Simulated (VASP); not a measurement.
# TiAl3 (I4/mmm) in VASP: further runs, part 2 of 2

VASP 6.6.1.

### Step 3. Single point, PBE

Input file POSCAR:

```
TiAl3
1.0
   -1.9111067713      1.9111067713      4.2806687947
    1.9111067713     -1.9111067713      4.2806687947
    1.9111067713      1.9111067713     -4.2806687947
Ti Al
1 3
Direct
    0.0000000000      0.0000000000      0.0000000000
    0.5000000000      0.5000000000      0.0000000000
    0.7500000000      0.2500000000      0.5000000000
    0.2500000000      0.7500000000      0.5000000000
```

Input file INCAR.step1:

```
  ALGO = Normal
  EDIFF = 1E-6
  ENCUT = 520
  GGA = PE
  ISIF = 2
  ISMEAR = -1
  LASPH = True
  LCHARG = True
  LMAXMIX = 4
  LREAL = False
  LWAVE = False
  NBANDS = 18
  NELM = 60
  PREC = Accurate
  SIGMA = 0.05
```

Input file KPOINTS.step1:

```
k-points
0
Gamma
  15 15 15
```

Input file INCAR.step2:

```
  ALGO = Normal
  EDIFF = 1E-6
  ENCUT = 520
  GGA = PE
  ICHARG = 11
  ISIF = 2
  ISMEAR = -5
  LASPH = True
  LCHARG = False
  LMAXMIX = 4
  LORBIT = 11
  LREAL = False
  LWAVE = False
  NEDOS = 1001
  NELM = 60
  PREC = Accurate
  SIGMA = 0.05
```

Input file KPOINTS.step2:

```
k-points
0
Gamma
  23 23 23
```

Potentials or basis: VASP PAW PBE potentials, release 64 (Ti_sv, Al).

Run with:

```sh
$ cat potpaw_PBE.64/Ti_sv/POTCAR potpaw_PBE.64/Al/POTCAR > POTCAR
$ cp INCAR.step1 INCAR
$ cp KPOINTS.step1 KPOINTS
$ mpirun -np 1 vasp_std > vasp.out
$ cp INCAR.step2 INCAR
$ cp KPOINTS.step2 KPOINTS
$ mpirun -np 1 vasp_std > vasp.out
```

OUTCAR:

```text
EDIFF = 1E-6
   ENCUT = 520
   GGA = PE
   ICHARG = 11
   ISIF = 2
   ISMEAR = -5
   LASPH = True
   LORBIT = 11
   LREAL = False
   NELM = 60
   PREC = Accurate

 ion  position               nearest neighbor table
   1  0.000  0.000  0.000-   2 2.70   2 2.70   2 2.70   2 2.70   4 2.87   3 2.87   4 2.87   4 2.87
                             3 2.87   3 2.87   4 2.87   3 2.87
   2  0.500  0.500  0.000-   1 2.70   1 2.70   1 2.70   1 2.70   4 2.87   3 2.87   4 2.87   3 2.87
                             4 2.87   4 2.87   3 2.87   3 2.87
   3  0.750  0.250  0.500-   4 2.70   4 2.70   4 2.70   4 2.70   2 2.87   1 2.87   2 2.87   1 2.87
                             2 2.87   2 2.87   1 2.87   1 2.87
   4  0.250  0.750  0.500-   3 2.70   3 2.70   3 2.70   3 2.70   2 2.87   1 2.87   2 2.87   2 2.87
                             1 2.87   1 2.87   2 2.87   1 2.87

  LATTYP: Found a body centered tetragonal cell.
 ALAT       =     3.8222135426
 C/A-ratio  =     2.2398899208

  Lattice vectors:

 A1 = (  -1.9111067713,   1.9111067713,   4.2806687947)
 A2 = (   1.9111067713,  -1.9111067713,   4.2806687947)
[... 590 lines left out ...]
      9       7.2513      2.00000
     10       8.0608      2.00000
     11       8.7933      0.00000
     12      10.1780      0.00000
     13      10.3575      0.00000
     14      11.1173      0.00000

 [... further k-points ...]

------------------------ aborting loop because EDIFF is reached ----------------------------------------

  FORCE on cell =-STRESS in cart. coord.  units (eV):
  Direction    XX          YY          ZZ          XY          YZ          ZX
  --------------------------------------------------------------------------------------
  -------------------------------------------------------------------------------------
  Total        0.7493036      0.7493036      0.8008639      0.0000000     -0.0000000      0.0000000
  in kB       19.1967131     19.1967131     20.5176583      0.0000000     -0.0000000      0.0000000
  external PRESSURE =      19.6370282 kB  Pullay stress =       0.0000000 kB

 VOLUME and BASIS-vectors are now :
 -----------------------------------------------------------------------------
  energy-cutoff  :      520.00
  volume of cell :       62.54
      direct lattice vectors                 reciprocal lattice vectors
    -1.911106771  1.911106771  4.280668795     0.000000000  0.261628501  0.116804178
     1.911106771 -1.911106771  4.280668795     0.261628501  0.000000000  0.116804178
     1.911106771  1.911106771 -4.280668795     0.261628501  0.261628501  0.000000000

 POSITION                                       TOTAL-FORCE (eV/Angst)
 -----------------------------------------------------------------------------------
      0.00000      0.00000      0.00000        -0.000000     -0.000000      0.000000
      0.00000      0.00000      4.28067        -0.000000     -0.000000      0.000000
      0.00000      1.91111      2.14033        -0.000000     -0.000000      0.000000
      1.91111      0.00000      2.14033         0.000000      0.000000     -0.000000
 -----------------------------------------------------------------------------------
    total drift:                               -0.000000     -0.000000     -0.000000

  FREE ENERGIE OF THE ION-ELECTRON SYSTEM (eV)
  ---------------------------------------------------
  free  energy   TOTEN  =       -20.6535866939 eV

  energy  without entropy=      -20.6535866939  energy(sigma->0) =      -20.65358669

 total charge

# of ion       s       p       d       tot
------------------------------------------
    1        2.167   6.118   2.018  10.303
    2        0.446   0.375   0.000   0.821
    3        0.407   0.406   0.000   0.813
    4        0.407   0.406   0.000   0.813
--------------------------------------------------
tot          3.427   7.305   2.018  12.750
```

OUTCAR.step1:

```text
EDIFF = 1E-6
   ENCUT = 520
   GGA = PE
   ISIF = 2
[... 738 lines left out ...]
      0.00000      0.00000      0.00000        -0.000000     -0.000000      0.000000
      0.00000      0.00000      4.28067        -0.000000     -0.000000      0.000000
      0.00000      1.91111      2.14033        -0.000000      0.000000     -0.000000
      1.91111      0.00000      2.14033         0.000000     -0.000000      0.000000
 -----------------------------------------------------------------------------------
    total drift:                               -0.000000     -0.000000     -0.000000

  FREE ENERGIE OF THE ION-ELECTRON SYSTEM (eV)
  ---------------------------------------------------
  free  energy   TOTEN  =       -20.6605987034 eV

  energy  without entropy=      -20.6465343344  energy(sigma->0) =      -20.65356652
```

OSZICAR.step1:

```text
N       E                     dE             d eps       ncg     rms          rms(c)
DAV:   1     0.122670218692E+03    0.12267E+03   -0.92000E+03 10368   0.108E+03
DAV:   2    -0.137763744772E+02   -0.13645E+03   -0.13283E+03 10560   0.284E+02
DAV:   3    -0.224264599591E+02   -0.86501E+01   -0.84716E+01 16312   0.664E+01
DAV:   4    -0.226651454622E+02   -0.23869E+00   -0.23811E+00 13016   0.102E+01
DAV:   5    -0.226736505260E+02   -0.85051E-02   -0.85037E-02 15794   0.189E+00    0.110E+01
DAV:   6    -0.214351318388E+02    0.12385E+01   -0.20381E+01 14196   0.346E+01    0.687E+00
DAV:   7    -0.207417502791E+02    0.69338E+00   -0.80191E+00 13256   0.202E+01    0.307E+00
DAV:   8    -0.207222486062E+02    0.19502E-01   -0.11950E+00 13176   0.861E+00    0.194E+00
DAV:   9    -0.206605600044E+02    0.61689E-01   -0.42896E-01 13354   0.498E+00    0.244E-01
DAV:  10    -0.206624558678E+02   -0.18959E-02   -0.10230E-02 12458   0.665E-01    0.311E-01
DAV:  11    -0.206606341932E+02    0.18217E-02   -0.64839E-03 14490   0.556E-01    0.679E-02
DAV:  12    -0.206605977635E+02    0.36430E-04   -0.47186E-04 13924   0.147E-01    0.379E-02
DAV:  13    -0.206605987034E+02   -0.93991E-06   -0.82216E-06 11504   0.223E-02
   1 F= -.20660599E+02 E0= -.20653567E+02  d E =-.140644E-01
```

It took 31 min on 1 thread of Oxide Virtual Turin-like, shared host; peak memory 0.88 GiB.

What came out:

- Valence electrons inside the program's atomic spheres: Ti 10.30; Al 0.82, 0.81 (each value once)
